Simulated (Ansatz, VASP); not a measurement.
SnO2: VASP beside Ansatz

Contents of INCAR:

```
SYSTEM = SnO2
PREC = Accurate ; ENCUT = 520
EDIFF = 1E-6 ; ISMEAR = -1
SIGMA = 0.03 ; LREAL = .FALSE.
LASPH = .TRUE. ; NELM = 100
ALGO = Normal ; ISIF = 2
LWAVE = .FALSE. ; LCHARG = .FALSE.
GGA = PE ; NBANDS = 35
```

KPOINTS

```
regular mesh
0
G
  4 4 6
  0 0 0
```

The input POSCAR:

```
SnO2
1.0
    4.7373500000      0.0236867500      0.0236867500
    0.0236867500      4.7373500000      0.0236867500
    0.0159320000      0.0159320000      3.1864000000
Sn O
2 4
Direct
    0.0000000000      0.0000000000      0.0000000000
    0.5000000000      0.5000000000      0.5000000000
    0.3056200000      0.3056200000      0.0000000000
    0.1943800000      0.8056200000      0.5000000000
    0.6943800000      0.6943800000      0.0000000000
    0.8056200000      0.1943800000      0.5000000000
```

Input for Ansatz:

```yaml
crystal:
  lattice:
    - [4.73735, 0.02368675, 0.02368675]
    - [0.02368675, 4.73735, 0.02368675]
    - [0.015932, 0.015932, 3.1864]
  atoms:
    - { symbol: Sn, position: [0.0, 0.0, 0.0] }
    - { symbol: Sn, position: [0.5, 0.5, 0.5] }
    - { symbol: O, position: [0.30562, 0.30562, 0.0] }
    - { symbol: O, position: [0.19438, 0.80562, 0.5] }
    - { symbol: O, position: [0.69438, 0.69438, 0.0] }
    - { symbol: O, position: [0.80562, 0.19438, 0.5] }
kpoints:
  mp_grid: { grid: [4, 4, 6] }
  band_path:
    path:
      - [0.0, 0.0, 0.0]
      - [0.4950862661, -0.4950862661, 0.0]
      - [-0.4950862661, -0.5049137339, 0.0]
      - [-0.5, -0.5, 0.0]
      - [0.0, 0.0, 0.0]
      - [-0.5, -0.5, -0.5]
      - [-0.4877808187, -0.5122191813, -0.5]
      - [0.4877808187, -0.4877808187, -0.5]
      - [0.0, 0.0, -0.5]
    npoints: 5
scf:
  occupations: { method: fermi_dirac, width: 0.03 }
hamiltonian:
  xc: pbe
  pseudopotentials: { kind: all_electron, lapw: { basis_error: 0.001 } }
output:
  forces: true
  stress: true
  eigenvalues: true
```

Change from the starting cell: equal xy, yz and zx shear strains of +1 %.

Alike in both runs: task single point; functional PBE; k mesh 4 × 4 × 6; occupations fermi-dirac, width 0.03 eV; no spin polarisation.

```csv
,VASP,Ansatz
version,VASP 6.6.1,Ansatz 0.2.0
potentials or method,"VASP PAW PBE potentials, release 64 (Sn_d, O), cutoff 520 eV","all-electron LAPW, scalar-relativistic"
```

VASP gave:

| Item | Value |
| --- | --- |
| gap on the k mesh at the Fermi level (eV) | 1.24 |
| pressure (GPa) | 11.6 |
| traceless stress, the component that is largest in VASP (GPa) | -2.13 |
| rms of the force components (eV/Å) | 0.053 |

Question: Which values does Ansatz return?

Answer: gap on the k mesh at the Fermi level (eV): 1.26; pressure (GPa): 10.8; traceless stress, the component that is largest in VASP (GPa): -2.12; rms of the force components (eV/Å): 0.048.

Atom by atom the forces differ by 0.009 eV/Å (rms over components). Ansatz ran all-electron here, and VASP with PAW potentials.
